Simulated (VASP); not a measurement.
# SiC (Fm-3m) in VASP: a series of runs

SiC is run at these levels: PBEsol; tasks: single point.

Everything below comes from runs of VASP 6.6.1. Logs are shortened: lines on timing, memory, paths and dates and some standing lists are left out, and cuts for length are marked.

### Step 1. The cell of the first run

It takes space group Fm-3m (No. 225, cubic). The conventional cell has a = 3.806 Å, b = 3.806 Å, c = 3.806 Å, α = 90.00°, β = 90.00°, γ = 90.00°. Within 2.5 Å of C (site symmetry m-3m) lie 6 Si at 1.90 Å. Si (site symmetry m-3m) has 6 C at 1.90 Å within 2.5 Å.

### Step 2. Single point, PBEsol (volume scaled by 0.840)

File INCAR:

```
SYSTEM = SiC
PREC = Accurate
ENCUT = 520
EDIFF = 1E-6
ISMEAR = 0
SIGMA = 0.05
LREAL = .False.
LASPH = .True.
NELM = 60
ALGO = Normal
ISIF = 2
LWAVE = .False.
LCHARG = .False.
GGA = PS
NBANDS = 11
```

File KPOINTS:

```
regular mesh
0
Gamma
  20 20 20
  0 0 0
```

File POSCAR:

```
SiC
1.0
    0.0000000000      1.9031858706      1.9031858706
    1.9031858706      0.0000000000      1.9031858706
    1.9031858706      1.9031858706      0.0000000000
C Si
1 1
Direct
    0.0000000000      0.0000000000      0.0000000000
    0.5000000000      0.5000000000      0.5000000000
```

Potentials or basis: VASP PAW PBE potentials, release 64 (C, Si).

On the command line:

```sh
cat potpaw_PBE.64/C/POTCAR potpaw_PBE.64/Si/POTCAR > POTCAR
mpirun -np 1 vasp_std > vasp.out
```

OUTCAR:

```text
SYSTEM = SiC
   PREC = Accurate
   ENCUT = 520
   EDIFF = 1E-6
   ISMEAR = 0
   LREAL = .False.
   LASPH = .True.
   NELM = 60
   ISIF = 2
   GGA = PS

 ion  position               nearest neighbor table
   1  0.000  0.000  0.000-   2 1.90   2 1.90   2 1.90   2 1.90   2 1.90   2 1.90
   2  0.500  0.500  0.500-   1 1.90   1 1.90   1 1.90   1 1.90   1 1.90   1 1.90

  LATTYP: Found a face centered cubic cell.
 ALAT       =     3.8063717412

  Lattice vectors:

 A1 = (   0.0000000000,   1.9031858706,   1.9031858706)
 A2 = (   1.9031858706,   0.0000000000,   1.9031858706)
 A3 = (   1.9031858706,   1.9031858706,   0.0000000000)

Analysis of symmetry for initial positions (statically):
=====================================================================
 Subroutine PRICEL returns:
 Original cell was already a primitive cell.

 Routine SETGRP: Setting up the symmetry group for a
 face centered cubic supercell.

 Subroutine GETGRP returns: Found 48 space group operations
 (whereof 48 operations were pure point group operations)
 out of a pool of 48 trial point group operations.

The static configuration has the point symmetry O_h .

Analysis of symmetry for dynamics (positions and initial velocities):
=====================================================================
 Subroutine PRICEL returns:
 Original cell was already a primitive cell.

 Routine SETGRP: Setting up the symmetry group for a
 face centered cubic supercell.

 Subroutine GETGRP returns: Found 48 space group operations
 (whereof 48 operations were pure point group operations)
 out of a pool of 48 trial point group operations.

The dynamic configuration has the point symmetry O_h .

 Subroutine INISYM returns: Found 48 space group operations
 (whereof 48 operations are pure point group operations),
 and found     1 'primitive' translations

----------------------------------------------------------------------------------------

                                     Primitive cell

  volume of cell :      13.7871

  direct lattice vectors                    reciprocal lattice vectors
     0.000000000  1.903185871  1.903185871    -0.262717377  0.262717377  0.262717377
     1.903185871  0.000000000  1.903185871     0.262717377 -0.262717377  0.262717377
     1.903185871  1.903185871  0.000000000     0.262717377  0.262717377 -0.262717377

  length of vectors
     2.691511270  2.691511270  2.691511270     0.455039845  0.455039845  0.455039845

  position of ions in fractional coordinates (direct lattice)
     0.000000000  0.000000000  0.000000000
     0.500000000  0.500000000  0.500000000

  ion indices of the primitive-cell ions
   primitive index   ion index
                 1           1
                 2           2

----------------------------------------------------------------------------------------

 KPOINTS: regular mesh

Automatic generation of k-mesh.
 Grid dimensions read from file:
 generate k-points for:   20   20   20

 Generating k-lattice:

  Cartesian coordinates                     Fractional coordinates (reciprocal lattice)
    -0.013135869  0.013135869  0.013135869     0.050000000  0.000000000  0.000000000
     0.013135869 -0.013135869  0.013135869     0.000000000  0.050000000  0.000000000
     0.013135869  0.013135869 -0.013135869     0.000000000  0.000000000  0.050000000

  Length of vectors
     0.022751992  0.022751992  0.022751992

  Shift w.r.t. Gamma in fractional coordinates (k-lattice)
     0.000000000  0.000000000  0.000000000

 Subroutine IBZKPT returns following result:
 ===========================================

 Found    256 irreducible k-points:

 Following reciprocal coordinates:
            Coordinates               Weight
  0.000000  0.000000  0.000000      1.000000
  0.050000  0.000000  0.000000      8.000000
  0.100000  0.000000  0.000000      8.000000
  0.150000  0.000000  0.000000      8.000000
  0.200000  0.000000  0.000000      8.000000
  0.250000  0.000000  0.000000      8.000000
[... 16 lines left out ...]
 -0.400000  0.050000  0.000000     24.000000
 -0.350000  0.050000  0.000000     24.000000
 [... further k-points ...]
   k-points           NKPTS =    256   k-points in BZ     NKDIM =    256   number of bands    NBANDS=     11
   number of dos      NEDOS =    301   number of ions     NIONS =      2
   total plane-waves  NPLWV =   8000
   dimension x,y,z NGX =    20 NGY =   20 NGZ =   20
   dimension x,y,z NGXF=    40 NGYF=   40 NGZF=   40
   ions per type =               1   1
   NGX,Y,Z   is equivalent  to a cutoff of  12.35, 12.35, 12.35 a.u.
   NGXF,Y,Z  is equivalent  to a cutoff of  24.71, 24.71, 24.71 a.u.
 SYSTEM =  SiC
   PREC   = accura    normal or accurate (medium, high low for compatibility)
   ISTART =      0    job   : 0-new  1-cont  2-samecut
   ICHARG =      2    charge: 1-file 2-atom 10-const
   ISPIN  =      1    spin polarized calculation?
   LNONCOLLINEAR =      F non collinear calculations
   LSORBIT =      F    spin-orbit coupling
   LASPH  =      T    aspherical Exc in radial PAW
   ENCUT  =  520.0 eV  38.22 Ry    6.18 a.u.   5.00  5.00  5.00*2*pi/ulx,y,z
   NELM   =     60;   NELMIN=  2; NELMDL= -5     # of ELM steps
   EDIFF  = 0.1E-05   stopping-criterion for ELM
   LREAL  =      F    real-space projection
   EDIFFG = 0.1E-04   stopping-criterion for IOM
   NSW    =      0    number of steps for IOM
   IBRION =     -1    ionic relax: 0-MD 1-quasi-New 2-CG
   NFREE  =      0    steps in history (QN), initial steepest desc. (CG)
   ISIF   =      2    stress and relaxation
   ISYM   =      2    0-nonsym 1-usesym 2-fastsym
   POTIM  = 0.5000    time-step for ionic-motion
   TEBEG  =    0.0;   TEEND  =   0.0 temperature during run
   PSTRESS=    0.0 pullay stress
   NELECT =       8.0000    total number of electrons
   NUPDOWN=      -1.0000    fix difference up-down
   EMIN   =  10.00;   EMAX   =-10.00  energy-range for DOS
   EFERMI =   0.00;   METHOD = LEGACY
   ISMEAR =     0;   SIGMA  =   0.05  broadening in eV -4-tet -1-fermi 0-gaus
   EFERMI_NEDOS =   21; number of points for ismear=-14 and -15
   IALGO  =     38    algorithm
   IMIX   =      4    mixing-type and parameters
     AMIX     =   0.40;   BMIX     =  1.00
     AMIX_MAG =   1.60;   BMIX_MAG =  1.00
  volume/ion in A,a.u.               =       6.89        46.52
  Fermi-wavevector in a.u.,A,eV,Ry     =   1.365464  2.580353 25.367957  1.864492
  Thomas-Fermi vector in A             =   2.491690
   LORBIT       =      0    0 simple, 1 ext, 2 COOP (PROOUT), +10 PAW based schemes
   GGA     = PS    functional components
   LHFCALC =     F    Hartree Fock is set to
   AEXX    =    0.0000 exact exchange contribution
   IVDW    =     0    specifies the selected vdW correction
   LEPSILON=     F    determine dielectric tensor
   LRPA    =     F    only Hartree local field effects (RPA)
 non-spin polarized calculation
 Gauss-broadening in eV      SIGMA  =   0.05
  energy-cutoff  :      520.00
  volume of cell :       13.79
 maximum number of plane-waves:       388
   NGX =  9   NGY =  9   NGZ =  9

 number of electron       7.9999999 magnetization

 Free energy of the ion-electron system (eV)
  ---------------------------------------------------
  ext. energy  EPLUGINS =         0.00000000
  ---------------------------------------------------
  free energy    TOTEN  =       -14.12918124 eV

  energy without entropy =      -14.12918124  energy(sigma->0) =      -14.12918124

 E-fermi :  15.6437     XC(G=0): -13.6369

 val. band max:       15.4458923147   @ k =  -0.0500   0.0500   0.0000
 cond. band min:      15.8315572786   @ k =   0.5000   0.5000   0.0000
 fundamental gap:      0.3856649639
 Fermi energy:        15.6437298909

 k-point     1 :       0.0000    0.0000    0.0000
  band No.  band energies     occupation
      1      -5.3509      2.00000
      2      15.4380      2.00000
      3      15.4380      2.00000
      4      15.4380      2.00000
      5      24.3280      0.00000
      6      24.3280      0.00000
      7      24.3280      0.00000
      8      26.5442      0.00000
      9      30.2554      0.00000
     10      30.2554      0.00000
     11      30.5962      0.00000

 k-point     2 :       0.0500    0.0000    0.0000
  band No.  band energies     occupation
      1      -5.2821      2.00000
      2      15.0514      2.00000
      3      15.3781      2.00000
      4      15.3781      2.00000
      5      24.2104      0.00000
      6      24.4704      0.00000
      7      24.4704      0.00000
      8      26.6745      0.00000
      9      28.9272      0.00000
     10      28.9272      0.00000
     11      30.5102      0.00000

 k-point     3 :       0.1000    0.0000    0.0000
  band No.  band energies     occupation
      1      -5.0760      2.00000
      2      14.0164      2.00000
      3      15.2140      2.00000
      4      15.2140      2.00000
      5      23.9111      0.00000
      6      24.8269      0.00000
      7      24.8269      0.00000
      8      27.0890      0.00000
      9      27.6891      0.00000
     10      27.6891      0.00000
     11      30.2370      0.00000

 k-point     4 :       0.1500    0.0000    0.0000
  band No.  band energies     occupation
      1      -4.7332      2.00000
      2      12.5807      2.00000
      3      14.9827      2.00000
      4      14.9827      2.00000
      5      23.5539      0.00000
      6      25.0127      0.00000
      7      25.0127      0.00000
      8      27.0531      0.00000
      9      27.0531      0.00000
     10      27.7322      0.00000
     11      29.8268      0.00000
[... 239 lines left out ...]
 k-point    22 :      -0.4500    0.0500    0.0000
  band No.  band energies     occupation
      1       0.3272      2.00000
      2       2.7266      2.00000
      3      13.4100      2.00000
      4      13.8002      2.00000
      5      21.4010      0.00000
      6      21.7088      0.00000
      7      22.7714      0.00000
      8      27.6510      0.00000
      9      32.1187      0.00000
     10      34.1866      0.00000
     11      34.7798      0.00000

 k-point    23 :      -0.4000    0.0500    0.0000
  band No.  band energies     occupation
      1      -0.6721      2.00000
      2       3.9900      2.00000
      3      13.3703      2.00000
      4      13.9774      2.00000
      5      21.7334      0.00000
      6      21.7776      0.00000
      7      22.7909      0.00000
      8      27.8343      0.00000
      9      31.6538      0.00000
     10      32.7644      0.00000
     11      34.2790      0.00000

 k-point    24 :      -0.3500    0.0500    0.0000
  band No.  band energies     occupation
      1      -1.6707      2.00000
      2       5.4732      2.00000
      3      13.4003      2.00000
      4      14.1985      2.00000
      5      22.0263      0.00000
      6      22.2234      0.00000
      7      22.8423      0.00000
      8      28.1469      0.00000
      9      30.8654      0.00000
     10      31.1756      0.00000
     11      33.2483      0.00000

 [... further k-points ...]

------------------------ aborting loop because EDIFF is reached ----------------------------------------

  FORCE on cell =-STRESS in cart. coord.  units (eV):
  Direction    XX          YY          ZZ          XY          YZ          ZX
  --------------------------------------------------------------------------------------
  -------------------------------------------------------------------------------------
  Total        5.7642112      5.7642112      5.7642112     -0.0000000      0.0000000     -0.0000000
  in kB      669.8489159    669.8489159    669.8489159     -0.0000000      0.0000000     -0.0000000
  external PRESSURE =     669.8489159 kB  Pullay stress =       0.0000000 kB

 VOLUME and BASIS-vectors are now :
 -----------------------------------------------------------------------------
  energy-cutoff  :      520.00
  volume of cell :       13.79
      direct lattice vectors                 reciprocal lattice vectors
     0.000000000  1.903185871  1.903185871    -0.262717377  0.262717377  0.262717377
     1.903185871  0.000000000  1.903185871     0.262717377 -0.262717377  0.262717377
     1.903185871  1.903185871  0.000000000     0.262717377  0.262717377 -0.262717377

 POSITION                                       TOTAL-FORCE (eV/Angst)
 -----------------------------------------------------------------------------------
      0.00000      0.00000      0.00000         0.000000      0.000000      0.000000
      1.90319      1.90319      1.90319        -0.000000     -0.000000     -0.000000
 -----------------------------------------------------------------------------------
    total drift:                                0.000000     -0.000000     -0.000000

  FREE ENERGIE OF THE ION-ELECTRON SYSTEM (eV)
  ---------------------------------------------------
  free  energy   TOTEN  =       -14.1291812448 eV

  energy  without entropy=      -14.1291812448  energy(sigma->0) =      -14.12918124
```

It took 43 s on 1 thread of Intel Xeon 8259CL, shared host; peak memory 0.15 GiB.

What came out:

```
Free energy            : -14.1292 eV
Pressure               : 67.0 GPa
Band gap on the k mesh : 0.39 eV, indirect (least direct gap 5.51 eV)
```

Levels at points of the mesh, in eV from the valence-band top:
```csv
k point,band 1,band 2,band 3,band 4,band 5,band 6,band 7,band 8,band 9
"(0.00, 0.00, 0.00)",-20.80,-0.01,-0.01,-0.01,8.88,8.88,8.88,11.10,14.81
"(0.50, 0.00, 0.00)",-14.82,-13.18,-1.62,-1.62,6.10,6.10,7.06,11.68,16.94
"(0.50, 0.50, 0.00)",-12.50,-11.67,-5.12,-5.12,0.39,1.47,17.61,17.66,17.66
```

Caveat: the PAW data sets were made with another functional, which shifts forces and pressure a little. A k mesh can miss the band edges.

### Step 3. Single point, PBEsol (volume scaled by 0.880)

File INCAR:

```
  ALGO = Normal
  EDIFF = 1E-6
  ENCUT = 520
  GGA = PS
  ISIF = 2
  ISMEAR = 0
  LASPH = True
  LCHARG = False
  LREAL = False
  LWAVE = False
  NBANDS = 11
  NELM = 100
  PREC = Accurate
  SIGMA = 0.05
```

File KPOINTS:

```
k-points
0
Gamma
  20 20 20
```

File POSCAR:

```
SiC
1.0
    0.0000000000      1.9329279538      1.9329279538
    1.9329279538      0.0000000000      1.9329279538
    1.9329279538      1.9329279538      0.0000000000
C Si
1 1
Direct
    0.0000000000      0.0000000000      0.0000000000
    0.5000000000      0.5000000000      0.5000000000
```

Potentials or basis: VASP PAW PBE potentials, release 64 (C, Si).

On the command line:

```sh
cat potpaw_PBE.64/C/POTCAR potpaw_PBE.64/Si/POTCAR > POTCAR
mpirun -np 1 vasp_std > vasp.out
```

Run time: 44 s. Hardware: 1 thread of Intel Xeon 8259CL, shared host; peak memory 0.15 GiB.

Results (log left out):

* Free energy: -14.3559 eV
* Pressure: 44.4 GPa

Levels at points of the mesh, in eV from the Fermi level:
```csv
k point,band 1,band 2,band 3,band 4,band 5,band 6,band 7,band 8
"(0.00, 0.00, 0.00)",-20.25,-0.06,-0.06,-0.06,8.82,8.82,8.82,10.08
"(0.50, 0.00, 0.00)",-14.47,-12.82,-1.52,-1.52,5.80,5.80,6.69,11.08
"(0.50, 0.50, 0.00)",-12.29,-11.25,-4.97,-4.97,-0.03,1.66,16.84,16.84
```

Caveat: the PAW data sets were made with another functional, which shifts forces and pressure a little.

### Step 4. Single point, PBEsol (volume scaled by 0.920)

File INCAR:

```
SYSTEM = SiC
ALGO = Normal
EDIFF = 1E-6
ENCUT = 520
GGA = PS
ISIF = 2
ISMEAR = 0
LASPH = .TRUE.
LCHARG = .FALSE.
LREAL = .FALSE.
LWAVE = .FALSE.
NBANDS = 11
NELM = 100
PREC = Accurate
SIGMA = 0.05
```

File KPOINTS:

```
k-points
0
G
  20 20 20
  0 0 0
```

File POSCAR:

```
SiC
1.0
    0.0000000000      1.9617818787      1.9617818787
    1.9617818787      0.0000000000      1.9617818787
    1.9617818787      1.9617818787      0.0000000000
C Si
1 1
Direct
    0.0000000000      0.0000000000      0.0000000000
    0.5000000000      0.5000000000      0.5000000000
```

On the command line:

```sh
cat potpaw_PBE.64/C/POTCAR potpaw_PBE.64/Si/POTCAR > POTCAR
mpirun -np 1 vasp_std > vasp.out
```

Wall time 50 s (1 thread of Intel Xeon 8259CL, shared host); peak memory 0.16 GiB.

Results (log left out):

```
Free energy            : -14.4996 eV
Pressure               : 26.4 GPa
Band gap on the k mesh : zero (band 4 reaches 13.92 eV, above the bottom of band 5 at 13.58 eV)
```

Levels at points of the mesh, in eV from the Fermi level:
| k point | band 1 | band 2 | band 3 | band 4 | band 5 | band 6 | band 7 | band 8 |
| --- | --- | --- | --- | --- | --- | --- | --- | --- |
| (0.00, 0.00, 0.00) | -19.63 | 0.00 | 0.00 | 0.00 | 8.87 | 8.87 | 8.87 | 9.26 |
| (0.50, 0.00, 0.00) | -14.04 | -12.38 | -1.33 | -1.33 | 5.64 | 5.64 | 6.46 | 10.62 |
| (0.50, 0.50, 0.00) | -11.99 | -10.76 | -4.72 | -4.72 | -0.30 | 1.94 | 16.19 | 16.19 |

Caveat: the PAW data sets were made with another functional, which shifts forces and pressure a little.

[end of part 1 of 2]
